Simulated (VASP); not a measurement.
Runs of VASP 6.6.1 on RbCl. The structure is that of space group Fm-3m (No. 225), or close to it. The cells are those of the table. 

```tsv
level	cell	cutoff (eV)	gap on the mesh (eV)	pressure (GPa)
PBE	a = 4.675 Å, angles 60.0°, 2 atoms	500	4.95	(b)
r2SCAN	a = 4.580 Å, angles 60.0°, 2 atoms	550	5.76	1.3
r2SCAN	a = 4.767 Å, angles 60.0°, 2 atoms	550	5.38	(a)
PBE	a = 4.736 Å, angles 60.0°, 2 atoms	500	4.83	0.0
r2SCAN	a = 4.675 Å, angles 60.0°, 2 atoms	550	5.56	0.0
r2SCAN	a = 4.721 Å, angles 60.0°, 2 atoms	550	(c)	-0.4
PBE	a = 4.783 Å, angles 60.0°, 2 atoms	500	4.74	-0.4
```

Alike in all rows: task single point; potentials or basis VASP PAW PBE potentials, release 64 (Rb_sv, Cl); no spin polarisation; k mesh 6 × 6 × 6; smearing gaussian 0.01 eV.

Q: Estimate the missing entries.

A: (a) -0.8; (b) 0.6; (c) 5.46.

Caveats: the PAW data sets were made with another functional, which shifts forces and pressure a little (at least some runs).

A k mesh can miss the band edges, and the runs leave out spin-orbit coupling on Rb.
